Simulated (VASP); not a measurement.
Set up this calculation in VASP 6.6.1, as the native input.

```
Task                   : single point
Functional             : PBE
Potentials or basis    : VASP PAW PBE potentials, release 64 (Au)
Cutoff                 : 520 eV
k mesh                 : 12 × 12 × 1
Occupations            : fermi-dirac, width 0.05 eV
Spin                   : no spin polarisation
Dipole correction      : yes
Further INCAR settings : ALGO = Normal; EDIFF = 1e-06; NBANDS = 30
```

The structure of Au lies in POSCAR:

```
Au
1.0
    2.9400990585      0.0000000000      0.0000000000
    0.0000000000      2.9400990585      0.0000000000
    0.0000000000      0.0000000000     22.2369000000
Au
4
Direct
    0.2500000000      0.2500000000      0.3597625581
    0.7500000000      0.7500000000      0.4532541856
    0.2500000000      0.2500000000      0.5467458138
    0.7500000000      0.7500000000      0.6402374419
```

These files were run (other wordings do the same):

INCAR

```
PREC = Accurate ; ENCUT = 520
EDIFF = 1E-6 ; ISMEAR = -1
SIGMA = 0.05 ; LREAL = F
LASPH = T ; NELM = 100
ALGO = Normal ; ISIF = 2
LWAVE = F ; LCHARG = F
LDIPOL = T ; IDIPOL = 3
DIPOL = 0.5 0.5 0.500 ; GGA = PE
NBANDS = 30
```

KPOINTS

```
Automatic mesh
0
Gamma
  12 12 1
```

Potentials or basis: VASP PAW PBE potentials, release 64 (Au).

Command:

```console
$ cat potpaw_PBE.64/Au/POTCAR > POTCAR
$ mpirun -np 1 vasp_std > vasp.out
```

It gave:

The largest force is 0.115 eV/Å. The band gap on the k mesh is zero (bands 22 and 23 overlap by 4.02 eV).

Caveat: spin-orbit coupling is left out, which moves the levels of the heavy elements.

Run time: 2.9 min on 1 thread of Intel(R) Xeon(R) Platinum 8488C (Sapphire Rapids), on a shared host, peak memory 0.36 GiB.
